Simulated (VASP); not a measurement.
Write the native input for VASP 6.6.1 that does the following.

| Quantity | Value |
| --- | --- |
| Task | single point |
| Functional | PBE |
| Potentials or basis | VASP PAW PBE potentials, release 64 (Ta_pv, I) |
| Cutoff | 520 eV |
| k mesh | 6 × 6 × 6 |
| Occupations | gaussian, width 0.05 eV |
| Spin | collinear spin |
| Starting moments | [0.34, 0.0, 0.0, 0.0] μB |
| Dipole correction | no |
| Further INCAR settings | ALGO = Normal; EDIFF = 1e-06; NBANDS = 28 |

The structure of TaI3 lies in POSCAR:

```
TaI3
1.0
    5.5923770448      0.0000000000      0.0000000000
    0.0000000000      5.5923770448      0.0000000000
    0.0000000000      0.0000000000      5.5923770448
Ta I
1 3
Direct
    0.0000000000      0.0000000000      0.0000000000
    0.5000000000      0.0000000000      0.0000000000
    0.0000000000      0.0000000000      0.5000000000
    0.0000000000      0.5000000000      0.0000000000
```

These files were run (other wordings do the same):

INCAR

```
SYSTEM = TaI3
  ALGO = Normal
  EDIFF = 1E-6
  ENCUT = 520
  GGA = PE
  ISIF = 2
  ISMEAR = 0
  ISPIN = 2
  LASPH = .True.
  LCHARG = .False.
  LMAXMIX = 4
  LORBIT = 11
  LREAL = .False.
  LWAVE = .False.
  MAGMOM = 0.34 0 0 0
  NBANDS = 28
  NELM = 150
  PREC = Accurate
  SIGMA = 0.05
```

KPOINTS

```
k-points
0
Gamma
  6 6 6
  0 0 0
```

Potentials or basis: VASP PAW PBE potentials, release 64 (Ta_pv, I).

The run is started by

```console
$ cat potpaw_PBE.64/Ta_pv/POTCAR potpaw_PBE.64/I/POTCAR > POTCAR
$ mpirun -np 1 vasp_std > vasp.out
```

It gave:

The pressure is 0.0 GPa and the net moment is 0.50 μB per cell. The site moments are Ta +0.33; I +0.01 μB. The valence electrons inside the program's atomic spheres are Ta 8.66; I 4.33.

Wall time 100 s on 1 thread of Intel(R) Xeon(R) 6975P-C (Granite Rapids) (shared host), peak memory 0.38 GiB.
